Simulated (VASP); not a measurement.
# Mg (a cell with a defect) in VASP: single point with PBE

Aim: the single point of Mg (a cell with a defect) with PBE.

Program: VASP 6.6.1. These are calculated values, not measurements. Logs are shortened: lines on timing, memory, paths and dates and some standing lists are left out, and cuts for length are marked.

### 1 The cell of the first run

The cell holds a defect, 19 atoms: a = 8.460 Å, b = 8.460 Å, c = 8.460 Å, α = 106.60°, β = 106.60°, γ = 115.38°.

### 2 Single point, PBE

File INCAR:

```
SYSTEM = Mg
PREC = Accurate
ENCUT = 520
EDIFF = 1E-6
ISMEAR = 0
SIGMA = 0.1
LREAL = .FALSE.
LASPH = .TRUE.
NELM = 120
ALGO = Normal
ISIF = 2
LWAVE = .FALSE.
LCHARG = .FALSE.
GGA = PE
NBANDS = 34
GGA_COMPAT = .FALSE.
```

File KPOINTS:

```
regular mesh
0
G
  4 4 4
  0 0 0
```

File POSCAR:

```
Mg
1.0
    4.5221932693      2.2610966347      6.7832899040
    4.5221932693     -2.2610966347     -6.7832899040
   -4.5221932693      6.7832899040     -2.2610966347
Mg
19
Direct
    0.6371067817      0.9486514053      0.0996854785
    0.2457596422      0.7517135154      0.4879597727
    0.1612539218      0.4386400761      0.0993758058
    0.5928375548      0.7986673247      0.3988454037
    0.5128932272      0.5013485194      0.0003144934
    0.9390885013      0.8598730458      0.3134547145
    0.2109114191      0.5901268347      0.7865452864
    0.1010798462      0.3012856194      0.3985062762
    0.5571624762      0.6513326664      0.7011545972
   -0.0112540082      0.0113598860      0.0006242104
    0.4531814936      0.3417421167      0.3006672026
    0.9042403888      0.6982864756      0.6120402281
    0.8053393084      0.4052599902      0.1970565933
    0.0489201338      0.1487143207      0.7014937246
    0.3993733112      0.1991201716      0.5978586139
    1.0750001848      0.7250001503      1.0500001033
    0.7506265871      0.2508797020      0.5021412984
    0.3446607890      0.0447400383      0.9029434517
    0.6968185153      0.1082578675      0.7993327097
```

Potentials or basis: VASP PAW PBE potentials, release 64 (Mg).

Command:

```bash
$ cat potpaw_PBE.64/Mg/POTCAR > POTCAR
$ mpirun -np 1 vasp_std > vasp.out
```

OUTCAR:

```text
SYSTEM = Mg
   PREC = Accurate
   ENCUT = 520
   EDIFF = 1E-6
   ISMEAR = 0
   LREAL = .FALSE.
   LASPH = .TRUE.
   NELM = 120
   ISIF = 2
   GGA = PE

 ion  position               nearest neighbor table
   1  0.637  0.949  0.100-  18 3.11   7 3.13  17 3.18   4 3.18   6 3.18  10 3.19   5 3.22  13 3.23
                             9 3.25  19 3.26   8 3.27
   2  0.246  0.752  0.488-   4 3.13  13 3.13  15 3.16   6 3.22   7 3.22   3 3.22   8 3.23  19 3.23
                            12 3.25  18 3.28   9 3.32  16 3.47
   3  0.161  0.439  0.099-  16 2.91  10 2.99  14 3.12   4 3.13  11 3.13   8 3.15   5 3.19   2 3.22
                            19 3.24  13 3.26   7 3.31
   4  0.593  0.799  0.399-   6 3.08   2 3.13   3 3.13   1 3.18   9 3.18  17 3.20  19 3.22  14 3.23
                             5 3.25  11 3.27  12 3.32
   5  0.513  0.501  0.000-  13 3.11   6 3.13  15 3.18   9 3.18   7 3.18   3 3.19   1 3.22  18 3.23
                             4 3.25  11 3.26  14 3.27
   6  0.939  0.860  0.313-  16 2.95  14 3.06   4 3.08   5 3.13   8 3.14   1 3.18  15 3.21   2 3.22
                            12 3.22  13 3.24  10 3.31
   7  0.211  0.590  0.787-  16 2.95   8 3.06   9 3.08   1 3.13  14 3.14   5 3.18  17 3.21  12 3.22
                             2 3.22  18 3.24   3 3.31
   8  0.101  0.301  0.399-   7 3.06  10 3.12   6 3.14   3 3.15  15 3.20  13 3.20  17 3.22  11 3.22
                             2 3.23   9 3.23  14 3.24   1 3.27
   9  0.557  0.651  0.701-   7 3.08  12 3.13  10 3.13   5 3.18   4 3.18  15 3.20  11 3.22   8 3.23
[... 15 lines left out ...]
  17  0.751  0.251  0.502-  11 3.13  19 3.15  12 3.16   1 3.18  15 3.18   4 3.20  14 3.20   7 3.21
                             8 3.22  13 3.27
  18  0.345  0.045  0.903-   1 3.11  12 3.13  11 3.15  14 3.20  19 3.21   5 3.23   7 3.24  13 3.26
                            10 3.26  15 3.27   2 3.28  16 3.51
  19  0.697  0.108  0.799-  15 3.13  10 3.13  17 3.15  13 3.15  18 3.21   4 3.22  14 3.22   2 3.23
                             3 3.24   1 3.26   9 3.27

  LATTYP: Found a body centered tetragonal cell.
 ALAT       =    10.1119315576
 C/A-ratio  =     0.8944271910

  Lattice vectors:

 A1 = (   4.5221932693,   2.2610966347,   6.7832899040)
 A2 = (   4.5221932693,  -2.2610966347,  -6.7832899040)
 A3 = (  -4.5221932693,   6.7832899040,  -2.2610966347)

Analysis of symmetry for initial positions (statically):
=====================================================================
 Subroutine PRICEL returns:
 Original cell was already a primitive cell.

 Routine SETGRP: Setting up the symmetry group for a
 body centered tetragonal supercell.

 Subroutine GETGRP returns: Found  2 space group operations
 (whereof  1 operations were pure point group operations)
 out of a pool of 16 trial point group operations.

The static configuration has the point symmetry C_1 .
 The point group associated with its full space group is S_2 .

Analysis of symmetry for dynamics (positions and initial velocities):
=====================================================================
 Subroutine PRICEL returns:
 Original cell was already a primitive cell.

 Routine SETGRP: Setting up the symmetry group for a
 body centered tetragonal supercell.

 Subroutine GETGRP returns: Found  2 space group operations
 (whereof  1 operations were pure point group operations)
 out of a pool of 16 trial point group operations.

The dynamic configuration has the point symmetry C_1 .
 The point group associated with its full space group is S_2 .

 Subroutine INISYM returns: Found  2 space group operations
 (whereof  1 operations are pure point group operations),
 and found     1 'primitive' translations

----------------------------------------------------------------------------------------

                                     Primitive cell

  volume of cell :     462.3995

  direct lattice vectors                    reciprocal lattice vectors
     4.522193269  2.261096635  6.783289904     0.110565818  0.088452655  0.044226327
     4.522193269 -2.261096635 -6.783289904     0.110565818  0.044226327 -0.088452655
    -4.522193269  6.783289904 -2.261096635     0.000000000  0.132678982 -0.044226327

  length of vectors
     8.460248925  8.460248925  8.460248925     0.148339612  0.148339612  0.139855927

  position of ions in fractional coordinates (direct lattice)
     0.637106782  0.948651405  0.099685478
     0.245759642  0.751713515  0.487959773
     0.161253922  0.438640076  0.099375806
     0.592837555  0.798667325  0.398845404
     0.512893227  0.501348519  0.000314493
     0.939088501  0.859873046  0.313454714
[... 11 lines left out ...]
     0.344660789  0.044740038  0.902943452
     0.696818515  0.108257868  0.799332710

  ion indices of the primitive-cell ions
   primitive index   ion index
                 1           1
                 2           2
                 3           3
                 4           4
                 5           5
                 6           6
[... 11 lines left out ...]
                18          18
                19          19

----------------------------------------------------------------------------------------

 KPOINTS: regular mesh

Automatic generation of k-mesh.
 Grid dimensions read from file:
 generate k-points for:    4    4    4

 Generating k-lattice:

  Cartesian coordinates                     Fractional coordinates (reciprocal lattice)
     0.027641455  0.022113164  0.011056582     0.250000000  0.000000000 -0.000000000
     0.027641455  0.011056582 -0.022113164     0.000000000  0.250000000  0.000000000
     0.000000000  0.033169746 -0.011056582     0.000000000 -0.000000000  0.250000000

  Length of vectors
     0.037084903  0.037084903  0.034963982

  Shift w.r.t. Gamma in fractional coordinates (k-lattice)
     0.000000000  0.000000000  0.000000000

 Subroutine IBZKPT returns following result:
 ===========================================

 Found     36 irreducible k-points:

 Following reciprocal coordinates:
            Coordinates               Weight
  0.000000  0.000000  0.000000      1.000000
  0.250000  0.000000  0.000000      2.000000
  0.250000  0.000000 -0.250000      2.000000
  0.000000  0.250000 -0.250000      2.000000
  0.000000  0.250000 -0.000000      2.000000
  0.500000  0.000000  0.000000      1.000000
[... 16 lines left out ...]
  0.000000  0.000000  0.250000      2.000000
  0.500000  0.500000 -0.000000      1.000000
 [... further k-points ...]
   k-points           NKPTS =     36   k-points in BZ     NKDIM =     36   number of bands    NBANDS=     34
   number of dos      NEDOS =    301   number of ions     NIONS =     19
   total plane-waves  NPLWV = 262144
   dimension x,y,z NGX =    64 NGY =   64 NGZ =   64
   dimension x,y,z NGXF=   128 NGYF=  128 NGZF=  128
   ions per type =              19
   NGX,Y,Z   is equivalent  to a cutoff of  12.58, 12.58, 12.58 a.u.
   NGXF,Y,Z  is equivalent  to a cutoff of  25.15, 25.15, 25.15 a.u.
 SYSTEM =  Mg
   PREC   = accura    normal or accurate (medium, high low for compatibility)
   ISTART =      0    job   : 0-new  1-cont  2-samecut
   ICHARG =      2    charge: 1-file 2-atom 10-const
   ISPIN  =      1    spin polarized calculation?
   LNONCOLLINEAR =      F non collinear calculations
   LSORBIT =      F    spin-orbit coupling
   LASPH  =      T    aspherical Exc in radial PAW
   ENCUT  =  520.0 eV  38.22 Ry    6.18 a.u.  15.73 15.73 15.73*2*pi/ulx,y,z
   NELM   =    120;   NELMIN=  2; NELMDL= -5     # of ELM steps
   EDIFF  = 0.1E-05   stopping-criterion for ELM
   LREAL  =      F    real-space projection
   EDIFFG = 0.1E-04   stopping-criterion for IOM
   NSW    =      0    number of steps for IOM
   IBRION =     -1    ionic relax: 0-MD 1-quasi-New 2-CG
   NFREE  =      0    steps in history (QN), initial steepest desc. (CG)
   ISIF   =      2    stress and relaxation
   ISYM   =      2    0-nonsym 1-usesym 2-fastsym
   POTIM  = 0.5000    time-step for ionic-motion
   TEBEG  =    0.0;   TEEND  =   0.0 temperature during run
   PSTRESS=    0.0 pullay stress
   NELECT =      38.0000    total number of electrons
   NUPDOWN=      -1.0000    fix difference up-down
   EMIN   =  10.00;   EMAX   =-10.00  energy-range for DOS
   EFERMI =   0.00;   METHOD = LEGACY
   ISMEAR =     0;   SIGMA  =   0.10  broadening in eV -4-tet -1-fermi 0-gaus
   EFERMI_NEDOS =   21; number of points for ismear=-14 and -15
   IALGO  =     38    algorithm
   IMIX   =      4    mixing-type and parameters
     AMIX     =   0.40;   BMIX     =  1.00
     AMIX_MAG =   1.60;   BMIX_MAG =  1.00
  volume/ion in A,a.u.               =      24.34       164.23
  Fermi-wavevector in a.u.,A,eV,Ry     =   0.711755  1.345021  6.892637  0.506595
  Thomas-Fermi vector in A             =   1.798950
   LORBIT       =      0    0 simple, 1 ext, 2 COOP (PROOUT), +10 PAW based schemes
   GGA     = PE    functional components
   LHFCALC =     F    Hartree Fock is set to
   AEXX    =    0.0000 exact exchange contribution
   IVDW    =     0    specifies the selected vdW correction
   LEPSILON=     F    determine dielectric tensor
   LRPA    =     F    only Hartree local field effects (RPA)
 non-spin polarized calculation
 Gauss-broadening in eV      SIGMA  =   0.10
  energy-cutoff  :      520.00
  volume of cell :      462.40
 maximum number of plane-waves:     12495
 NGX is ok and might be reduce to    64
   NGX = 31   NGY = 31   NGZ = 31

 number of electron      38.0000000 magnetization

 Free energy of the ion-electron system (eV)
  ---------------------------------------------------
  ext. energy  EPLUGINS =         0.00000000
  ---------------------------------------------------
  free energy    TOTEN  =       -27.02930909 eV

  energy without entropy =      -26.97841101  energy(sigma->0) =      -27.00386005

 E-fermi :   2.2965     XC(G=0):  -8.2860

 val. band max:        2.2883962975   @ k =   0.5000   0.2500  -0.0000
 cond. band min:       2.2964649317   @ k =   0.2500   0.0000   0.0000
 fundamental gap:      0.0080686343
 Fermi energy:         2.2964508592

 k-point     1 :       0.0000    0.0000    0.0000
  band No.  band energies     occupation
      1      -4.4115      2.00000
      2      -1.6103      2.00000
      3      -1.5791      2.00000
      4      -1.5400      2.00000
      5      -1.5369      2.00000
      6      -1.3303      2.00000
[... 805 lines left out ...]
     30       4.8619      0.00000
     31       4.9630      0.00000

 [... further k-points ...]

 [bands above 31 left out]

------------------------ aborting loop because EDIFF is reached ----------------------------------------

  FORCE on cell =-STRESS in cart. coord.  units (eV):
  Direction    XX          YY          ZZ          XY          YZ          ZX
  --------------------------------------------------------------------------------------
  -------------------------------------------------------------------------------------
  Total       -2.8363610     -1.5901100      1.4448495     -0.1461127     -0.0650683     -0.1618101
  in kB       -9.8277642     -5.5096039      5.0062879     -0.5062687     -0.2254565     -0.5606590
  external PRESSURE =      -3.4436934 kB  Pullay stress =       0.0000000 kB

 VOLUME and BASIS-vectors are now :
 -----------------------------------------------------------------------------
  energy-cutoff  :      520.00
  volume of cell :      462.40
      direct lattice vectors                 reciprocal lattice vectors
     4.522193269  2.261096635  6.783289904     0.110565818  0.088452655  0.044226327
     4.522193269 -2.261096635 -6.783289904     0.110565818  0.044226327 -0.088452655
    -4.522193269  6.783289904 -2.261096635     0.000000000  0.132678982 -0.044226327

 POSITION                                       TOTAL-FORCE (eV/Angst)
 -----------------------------------------------------------------------------------
      6.72031     -0.02824     -2.33870        -0.014984      0.004550     -0.013561
      2.30412      2.16596     -4.53536         0.005552     -0.013646     -0.004926
      2.26344      0.04690     -2.10629         0.020726      0.008135      0.010406
      4.48900      2.24008     -2.29803        -0.003735      0.007416     -0.009728
      4.58517      0.02824      0.07760         0.014984     -0.004550      0.013561
      6.71775      2.30537     -0.17141        -0.003252      0.002705     -0.000745
[... 11 lines left out ...]
     -2.32234      6.80308     -0.00719        -0.005643     -0.003865     -0.004430
      0.02597      6.75290      2.18501         0.001244     -0.000061     -0.011738
 -----------------------------------------------------------------------------------
    total drift:                                0.000029     -0.000004      0.000046

  FREE ENERGIE OF THE ION-ELECTRON SYSTEM (eV)
  ---------------------------------------------------
  free  energy   TOTEN  =       -27.0293090897 eV

  energy  without entropy=      -26.9784110108  energy(sigma->0) =      -27.00386005
```

Wall time 8.8 min (1 thread of Intel Xeon Platinum 8488C (Sapphire Rapids), shared host); peak memory 0.81 GiB.

What came out:

- Free energy: -27.0293 eV
- Pressure: -0.3 GPa
- Largest force: 0.025 eV/Å
- Band gap on the k mesh: zero (bands 19 and 20 overlap by 1.23 eV)

Forces in eV/Å, atoms in the order of the input:
```
Mg  -0.015  0.005 -0.014
Mg   0.006 -0.014 -0.005
Mg   0.021  0.008  0.010
Mg  -0.004  0.007 -0.010
Mg   0.015 -0.005  0.014
Mg  -0.003  0.003 -0.001
Mg   0.003 -0.003  0.001
Mg   0.008 -0.006  0.006
Mg   0.004 -0.007  0.010
Mg  -0.021 -0.008 -0.010
Mg  -0.001  0.000  0.012
Mg  -0.006  0.014  0.005
Mg   0.006  0.004  0.004
Mg  -0.008  0.006 -0.006
Mg  -0.005 -0.013 -0.006
Mg   0.000  0.000  0.000
Mg   0.005  0.013  0.006
Mg  -0.006 -0.004 -0.004
Mg   0.001  0.000 -0.012
```

Stress tensor (GPa, compression positive):
```
-0.98 -0.05 -0.06
-0.05 -0.55 -0.02
-0.06 -0.02  0.50
```
